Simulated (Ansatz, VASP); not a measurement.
## One calculation of GaAs, two programs

The input POSCAR:

```
GaAs
1.0
    3.8404235174      0.0000000000      0.0000000000
   -1.9202117587      3.3259043274      0.0000000000
    0.0000000000      0.0000000000      3.2402766840
Ga As
1 1
Direct
    0.0000000000      0.0000000000      0.0000000000
    0.3333333333      0.6666666667      0.5000000000
```

Contents of INCAR.step1:

```
  ALGO = Normal
  EDIFF = 1E-4
  ENCUT = 520
  GGA = PE
  ISMEAR = -1
  LASPH = True
  LCHARG = False
  LREAL = False
  LWAVE = True
  NBANDS = 16
  NELM = 100
  PREC = Accurate
  SIGMA = 0.05
```

The input INCAR.step2:

```
  ALGO = Normal
  EDIFF = 1E-8
  ENCUT = 520
  ISIF = 2
  ISMEAR = -1
  ISTART = 1
  LASPH = True
  LCHARG = False
  LEFG = True
  LMIXTAU = True
  LREAL = False
  LWAVE = False
  METAGGA = R2SCAN
  NBANDS = 16
  NELM = 100
  PREC = Accurate
  SIGMA = 0.05
```

The input KPOINTS:

```
k-points
0
Gamma
  13 13 11
```

Input for Ansatz:

```yaml
crystal:
  lattice:
    - [3.8404235174, 0.0, 0.0]
    - [-1.9202117587, 3.3259043274, 0.0]
    - [0.0, 0.0, 3.240276684]
  atoms:
    - { symbol: Ga, position: [0.0, 0.0, 0.0] }
    - { symbol: As, position: [0.3333333333, 0.6666666667, 0.5] }
kpoints:
  mp_grid: { grid: [13, 13, 11] }
  band_path:
    path:
      - [0.0, 0.0, 0.0]
      - [0.5, 0.0, 0.0]
      - [0.3333333333, 0.3333333333, 0.0]
      - [0.0, 0.0, 0.0]
      - [0.0, 0.0, 0.5]
      - [0.5, 0.0, 0.5]
      - [0.3333333333, 0.3333333333, 0.5]
      - [0.0, 0.0, 0.5]
      - [0.5, 0.0, 0.5]
    npoints: 5
scf:
  occupations: { method: fermi_dirac, width: 0.05 }
hamiltonian:
  xc: r2scan
  pseudopotentials: { kind: paw }
output:
  forces: true
  stress: true
  eigenvalues: true
  efg: { contact_densities: true }
```

Alike in both runs: task electric field gradients; functional r2SCAN; k mesh 13 × 13 × 11; occupations fermi-dirac, width 0.05 eV; no spin polarisation.

|  | VASP | Ansatz |
| --- | --- | --- |
| version | VASP 6.6.1 | Ansatz 0.2.0 |
| potentials or method | VASP PAW PBE potentials, release 64 (Ga_d, As) | PAW with Ansatz's default frozen-core files, scalar-relativistic |
| plane-wave cutoff (eV) | 520 | 500 |
| valence electrons in the cell | 18 | 28 |

Ansatz gave:

* pressure (GPa): -2.4
* traceless stress, the component that is largest in VASP (GPa): -0.16
* size of Vzz on the site where it differs most (V/Å²): 134.2

**Question.** What did VASP give for the same quantities?

**Answer.** Pressure (GPa): -2.4; traceless stress, the component that is largest in VASP (GPa): -0.19; size of Vzz on the site where it differs most (V/Å²): 127.3.

VASP's potentials were made for PBE, not for r2SCAN. VASP's potentials hold 18 valence electrons a cell and Ansatz's 28, so a difference there can come from the potentials and not from the codes.
